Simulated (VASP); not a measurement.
# Si2W (I4/mmm) in VASP: further runs, part 3 of 3

VASP 6.6.1. Earlier steps stand in the parts before.

**5. Single point, PBEsol**

INCAR

```
SYSTEM = Si2W
PREC     = Accurate       ! precision mode
ENCUT    = 520            ! plane-wave cutoff, eV
EDIFF    = 1E-6           ! SCF threshold, eV
ISMEAR   = -1             ! smearing method
SIGMA    = 0.05           ! smearing width, eV
LREAL    = .FALSE.        ! projectors in reciprocal space
LASPH    = .TRUE.         ! aspherical terms in the spheres
NELM     = 100            ! most SCF steps
ALGO     = Normal         ! electronic algorithm
ISIF     = 2              ! what is computed and relaxed
LWAVE    = .FALSE.        ! write WAVECAR
LCHARG   = .FALSE.        ! write CHGCAR
GGA      = PS             ! functional
NBANDS   = 18             ! bands
```

KPOINTS

```
regular mesh
0
G
  9 9 9
  0 0 0
```

POSCAR

```
Si2W
1.0
   -1.6069000000      1.6069000000      3.9149500000
    1.6069000000     -1.6069000000      3.9149500000
    1.6069000000      1.6069000000     -3.9149500000
W Si
1 2
Direct
    0.0000000000      0.0000000000      0.0000000000
    0.6653000000      0.6653000000      0.0000000000
    0.3347000000      0.3347000000      0.0000000000
```

Potentials or basis: VASP PAW PBE potentials, release 64 (W_sv, Si).

Command:

```sh
> cat potpaw_PBE.64/W_sv/POTCAR potpaw_PBE.64/Si/POTCAR > POTCAR
> mpirun -np 1 vasp_std > vasp.out
```

OUTCAR:

```text
SYSTEM = Si2W
   PREC = Accurate
   ENCUT = 520
   EDIFF = 1E-6
   ISMEAR = -1
   LREAL = .FALSE.
   LASPH = .TRUE.
   NELM = 100
   ISIF = 2
   GGA = PS

 ion  position               nearest neighbor table
   1  0.000  0.000  0.000-   2 2.62   2 2.62   2 2.62   3 2.62   2 2.62   3 2.62   3 2.62   3 2.62
                             2 2.62   3 2.62
   2  0.665  0.665  0.000-   3 2.59   1 2.62   1 2.62   1 2.62   1 2.62   1 2.62   3 2.63   3 2.63
                             3 2.63   3 2.63
   3  0.335  0.335  0.000-   2 2.59   1 2.62   1 2.62   1 2.62   1 2.62   1 2.62   2 2.63   2 2.63
                             2 2.63   2 2.63

  LATTYP: Found a body centered tetragonal cell.
 ALAT       =     3.2138000000
 C/A-ratio  =     2.4363370465

  Lattice vectors:

 A1 = (  -1.6069000000,   1.6069000000,   3.9149500000)
 A2 = (   1.6069000000,  -1.6069000000,   3.9149500000)
 A3 = (   1.6069000000,   1.6069000000,  -3.9149500000)

Analysis of symmetry for initial positions (statically):
=====================================================================
 Subroutine PRICEL returns:
 Original cell was already a primitive cell.

 Routine SETGRP: Setting up the symmetry group for a
 body centered tetragonal supercell.

[... 164 lines left out ...]
  free energy    TOTEN  =       -26.63777870 eV

  energy without entropy =      -26.63489756  energy(sigma->0) =      -26.63633813

 E-fermi :  11.7828     XC(G=0): -12.6060

 val. band max:       11.7437305735   @ k =  -0.2222  -0.3333   0.2222
 cond. band min:      11.9455656706   @ k =  -0.4444   0.4444   0.3333
 fundamental gap:      0.2018350971
 Fermi energy:        11.7827513291

 k-point     1 :       0.0000    0.0000    0.0000
  band No.  band energies     occupation
      1     -61.9434      2.00000
      2     -26.2106      2.00000
      3     -26.1856      2.00000
      4     -26.1856      2.00000
      5      -2.2106      2.00000
      6       4.9983      2.00000
[... 481 lines left out ...]
      5       2.3963      2.00000
      6       4.2186      2.00000
[... 10 lines left out ...]
     17      17.8312      0.00000
     18      19.0013      0.00000

 [... further k-points ...]
[... 5 lines left out ...]
  --------------------------------------------------------------------------------------
  -------------------------------------------------------------------------------------
  Total       -0.4293400     -0.4293400     -0.3890989      0.0000000      0.0000000      0.0000000
  in kB      -17.0117103    -17.0117103    -15.4172413      0.0000000      0.0000000      0.0000000
  external PRESSURE =     -16.4802206 kB  Pullay stress =       0.0000000 kB

 VOLUME and BASIS-vectors are now :
 -----------------------------------------------------------------------------
  energy-cutoff  :      520.00
  volume of cell :       40.44
      direct lattice vectors                 reciprocal lattice vectors
    -1.606900000  1.606900000  3.914950000     0.000000000  0.311158131  0.127715552
     1.606900000 -1.606900000  3.914950000     0.311158131  0.000000000  0.127715552
     1.606900000  1.606900000 -3.914950000     0.311158131  0.311158131  0.000000000

 POSITION                                       TOTAL-FORCE (eV/Angst)
 -----------------------------------------------------------------------------------
      0.00000      0.00000      0.00000         0.000000      0.000000     -0.000000
      0.00000      0.00000      5.20923        -0.000000     -0.000000     -0.005882
      0.00000      0.00000      2.62067         0.000000      0.000000      0.005882
 -----------------------------------------------------------------------------------
    total drift:                               -0.000000     -0.000000      0.000000

  FREE ENERGIE OF THE ION-ELECTRON SYSTEM (eV)
  ---------------------------------------------------
  free  energy   TOTEN  =       -26.6377787034 eV

  energy  without entropy=      -26.6348975597  energy(sigma->0) =      -26.63633813
```

OSZICAR:

```text
N       E                     dE             d eps       ncg     rms          rms(c)
DAV:   1     0.129292858061E+03    0.12929E+03   -0.10898E+04  2700   0.124E+03
DAV:   2    -0.228243118726E+02   -0.15212E+03   -0.14855E+03  3086   0.320E+02
DAV:   3    -0.274774620278E+02   -0.46532E+01   -0.45732E+01  3384   0.500E+01
DAV:   4    -0.275198236733E+02   -0.42362E-01   -0.42301E-01  3186   0.496E+00
DAV:   5    -0.275202470096E+02   -0.42334E-03   -0.42332E-03  3160   0.547E-01    0.260E+01
DAV:   6    -0.267603426581E+02    0.75990E+00   -0.32930E+00  2876   0.129E+01    0.911E+00
DAV:   7    -0.266639921725E+02    0.96350E-01   -0.22780E-01  2888   0.268E+00    0.459E+00
DAV:   8    -0.266384982566E+02    0.25494E-01   -0.47151E-02  3060   0.164E+00    0.321E-01
DAV:   9    -0.266379355181E+02    0.56274E-03   -0.10388E-03  3078   0.262E-01    0.189E-01
DAV:  10    -0.266377839082E+02    0.15161E-03   -0.26938E-04  3266   0.142E-01    0.435E-02
DAV:  11    -0.266377784901E+02    0.54181E-05   -0.33727E-05  3118   0.416E-02    0.183E-02
DAV:  12    -0.266377787034E+02   -0.21328E-06   -0.13520E-06  2064   0.784E-03
   1 F= -.26637779E+02 E0= -.26636338E+02  d E =-.288114E-02
```

Wall time 1.7 min (1 thread of Intel Xeon 8259CL, shared host); peak memory 0.23 GiB.

Results:

| Property | Result |
| --- | --- |
| Free energy | -26.6378 eV |
| Pressure | -1.6 GPa |
| Largest force | 0.006 eV/Å |
| Band gap on the k mesh | zero (band 11 reaches 12.60 eV, above the bottom of band 12 at 11.42 eV) |

Forces in eV/Å, atoms in the order of the input:
```
W    0.000  0.000  0.000
Si   0.000  0.000 -0.006
Si   0.000  0.000  0.006
```

Stress tensor (GPa, compression positive):
```
-1.70  0.00  0.00
 0.00 -1.70  0.00
 0.00  0.00 -1.54
```

Caveat: the PAW data sets were made with another functional, which shifts forces and pressure a little; spin-orbit coupling is left out, which moves the levels of the heavy elements.

**6. Single point, r2SCAN**

POSCAR is that of step 5.

INCAR.step1

```
  ALGO = Normal
  EDIFF = 1E-4
  ENCUT = 520
  GGA = PE
  ISMEAR = -1
  LASPH = True
  LCHARG = False
  LREAL = False
  LWAVE = True
  NBANDS = 18
  NELM = 80
  PREC = Accurate
  SIGMA = 0.05
```

INCAR.step2

```
  ALGO = Normal
  EDIFF = 1E-6
  ENCUT = 520
  ISIF = 2
  ISMEAR = -1
  ISTART = 1
  LASPH = True
  LCHARG = False
  LMIXTAU = True
  LREAL = False
  LWAVE = False
  METAGGA = R2SCAN
  NBANDS = 18
  NELM = 80
  PREC = Accurate
  SIGMA = 0.05
```

KPOINTS

```
k-points
0
Gamma
  12 12 12
```

Potentials or basis: VASP PAW PBE potentials, release 64 (W_sv, Si).

Command:

```sh
> cat potpaw_PBE.64/W_sv/POTCAR potpaw_PBE.64/Si/POTCAR > POTCAR
> cp INCAR.step1 INCAR
> mpirun -np 1 vasp_std > vasp.out
> cp INCAR.step2 INCAR
> mpirun -np 1 vasp_std > vasp.out
```

OUTCAR:

```text
EDIFF = 1E-6
   ENCUT = 520
   ISIF = 2
   ISMEAR = -1
   ISTART = 1
   LASPH = True
   LREAL = False
   METAGGA = R2SCAN
   NELM = 80
   PREC = Accurate

 ion  position               nearest neighbor table
   1  0.000  0.000  0.000-   2 2.62   2 2.62   2 2.62   3 2.62   2 2.62   3 2.62   3 2.62   3 2.62
                             2 2.62   3 2.62
   2  0.665  0.665  0.000-   3 2.59   1 2.62   1 2.62   1 2.62   1 2.62   1 2.62   3 2.63   3 2.63
                             3 2.63   3 2.63
   3  0.335  0.335  0.000-   2 2.59   1 2.62   1 2.62   1 2.62   1 2.62   1 2.62   2 2.63   2 2.63
                             2 2.63   2 2.63

  LATTYP: Found a body centered tetragonal cell.
 ALAT       =     3.2138000000
 C/A-ratio  =     2.4363370465

  Lattice vectors:

 A1 = (  -1.6069000000,   1.6069000000,   3.9149500000)
 A2 = (   1.6069000000,  -1.6069000000,   3.9149500000)
 A3 = (   1.6069000000,   1.6069000000,  -3.9149500000)

Analysis of symmetry for initial positions (statically):
=====================================================================
 Subroutine PRICEL returns:
 Original cell was already a primitive cell.

 Routine SETGRP: Setting up the symmetry group for a
 body centered tetragonal supercell.

[... 164 lines left out ...]
  free energy    TOTEN  =       -69.81490781 eV

  energy without entropy =      -69.81286921  energy(sigma->0) =      -69.81388851

 E-fermi :  11.9245     XC(G=0): -13.5042

 val. band max:       11.8511741196   @ k =  -0.3333  -0.4167   0.3333
 cond. band min:      11.9358124523   @ k =  -0.4167  -0.4167   0.3333
 fundamental gap:      0.0846383327
 Fermi energy:        11.9244917750

 k-point     1 :       0.0000    0.0000    0.0000
  band No.  band energies     occupation
      1     -63.8336      2.00000
      2     -27.4622      2.00000
      3     -27.4325      2.00000
      4     -27.4325      2.00000
      5      -2.9315      2.00000
      6       4.6846      2.00000
[... 481 lines left out ...]
      5       0.3286      2.00000
      6       3.1737      2.00000
[... 10 lines left out ...]
     17      19.4003      0.00000
     18      20.7610      0.00000

 [... further k-points ...]
[... 5 lines left out ...]
  --------------------------------------------------------------------------------------
  -------------------------------------------------------------------------------------
  Total       -0.1197010     -0.1197010     -0.4773803      0.0000000     -0.0000000      0.0000000
  in kB       -4.7429046     -4.7429046    -18.9152094      0.0000000     -0.0000000      0.0000000
  external PRESSURE =      -9.4670062 kB  Pullay stress =       0.0000000 kB

 VOLUME and BASIS-vectors are now :
 -----------------------------------------------------------------------------
  energy-cutoff  :      520.00
  volume of cell :       40.44
      direct lattice vectors                 reciprocal lattice vectors
    -1.606900000  1.606900000  3.914950000     0.000000000  0.311158131  0.127715552
     1.606900000 -1.606900000  3.914950000     0.311158131  0.000000000  0.127715552
     1.606900000  1.606900000 -3.914950000     0.311158131  0.311158131  0.000000000

 POSITION                                       TOTAL-FORCE (eV/Angst)
 -----------------------------------------------------------------------------------
      0.00000      0.00000      0.00000         0.000000      0.000000      0.000000
      0.00000      0.00000      5.20923        -0.000000     -0.000000     -0.011842
      0.00000      0.00000      2.62067         0.000000      0.000000      0.011842
 -----------------------------------------------------------------------------------
    total drift:                               -0.000000     -0.000000      0.000000

  FREE ENERGIE OF THE ION-ELECTRON SYSTEM (eV)
  ---------------------------------------------------
  free  energy   TOTEN  =       -69.8149078126 eV

  energy  without entropy=      -69.8128692114  energy(sigma->0) =      -69.81388851
```

OUTCAR.step1:

```text
EDIFF = 1E-4
   ENCUT = 520
   GGA = PE
   ISMEAR = -1
   LASPH = True
   LREAL = False
[... 731 lines left out ...]
      0.00000      0.00000      0.00000        -0.000000     -0.000000      0.000000
      0.00000      0.00000      5.20923         0.000000      0.000000      0.075447
      0.00000      0.00000      2.62067         0.000000      0.000000     -0.075447
 -----------------------------------------------------------------------------------
    total drift:                               -0.000000     -0.000000      0.000000

  FREE ENERGIE OF THE ION-ELECTRON SYSTEM (eV)
  ---------------------------------------------------
  free  energy   TOTEN  =       -24.8092360135 eV

  energy  without entropy=      -24.8072829186  energy(sigma->0) =      -24.80825947
```

OSZICAR.step1:

```text
N       E                     dE             d eps       ncg     rms          rms(c)
DAV:   1     0.131563404023E+03    0.13156E+03   -0.10937E+04  5868   0.124E+03
DAV:   2    -0.210044950366E+02   -0.15257E+03   -0.14885E+03  6752   0.321E+02
DAV:   3    -0.256323655397E+02   -0.46279E+01   -0.45690E+01  7310   0.501E+01
DAV:   4    -0.256744287918E+02   -0.42063E-01   -0.41991E-01  7026   0.497E+00
DAV:   5    -0.256748609294E+02   -0.43214E-03   -0.43212E-03  6930   0.548E-01    0.254E+01
DAV:   6    -0.249115893071E+02    0.76327E+00   -0.35031E+00  6296   0.133E+01    0.876E+00
DAV:   7    -0.248319018000E+02    0.79688E-01   -0.22891E-01  6238   0.269E+00    0.456E+00
DAV:   8    -0.248097128331E+02    0.22189E-01   -0.43229E-02  6626   0.164E+00    0.331E-01
DAV:   9    -0.248093208562E+02    0.39198E-03   -0.10105E-03  6738   0.258E-01    0.196E-01
DAV:  10    -0.248092360135E+02    0.84843E-04   -0.26479E-04  6480   0.141E-01
   1 F= -.24809236E+02 E0= -.24808259E+02  d E =-.195309E-02
```

Run time: 8 min. Hardware: 1 thread of AMD EPYC 9R45 (Zen 5), shared host; peak memory 0.26 GiB.

Results:

```
Free energy            : -69.8149 eV
Pressure               : -0.9 GPa
Largest force          : 0.012 eV/Å
Band gap on the k mesh : zero (band 11 reaches 12.66 eV, above the bottom of band 12 at 11.32 eV)
```

Forces on the atoms (eV/Å):
```
W    0.000  0.000  0.000
Si   0.000  0.000 -0.012
Si   0.000  0.000  0.012
```

Stress tensor (GPa, compression positive):
```
-0.47  0.00  0.00
 0.00 -0.47  0.00
 0.00  0.00 -1.89
```

Caveat: the PAW data sets were made with another functional, which shifts forces and pressure a little; spin-orbit coupling is left out, which moves the levels of the heavy elements.

**7. Overview**

| task | level | cell | k mesh | cutoff (eV) | gap on the mesh (eV) | pressure (GPa) | relaxed volume (Å³/atom) | largest force (eV/Å) |
| --- | --- | --- | --- | --- | --- | --- | --- | --- |
| relaxation of cell and atoms | PBEsol+D3(BJ) | relaxed | 12 × 12 × 12 | 600 | none | 0.0 | 13.01 | - |
| relaxation of cell and atoms | revPBE+D3(BJ) | relaxed | 12 × 12 × 12 | 600 | none | 0.0 | 12.99 | 0.01 |
| relaxation of cell and atoms | revPBE+D4 | relaxed | 12 × 12 × 12 | 600 | none | -0.1 | 13.15 | 0.01 |
| single point | PBEsol | as given | 9 × 9 × 9 | 520 | none | -1.6 | - | 0.01 |
| single point | r2SCAN | as given | 12 × 12 × 12 | 520 | none | -0.9 | - | 0.01 |

Alike in all rows: potentials or basis VASP PAW PBE potentials, release 64 (W_sv, Si); no spin polarisation; smearing fermi-dirac 0.05 eV.

Caveats: the PAW data sets were made with another functional, which shifts forces and pressure a little; spin-orbit coupling is left out, which moves the levels of the heavy elements; pairwise dispersion overbinds metals, which lowers pressure and volume (some runs).

Absolute energies hang on the potentials; compare differences alone.
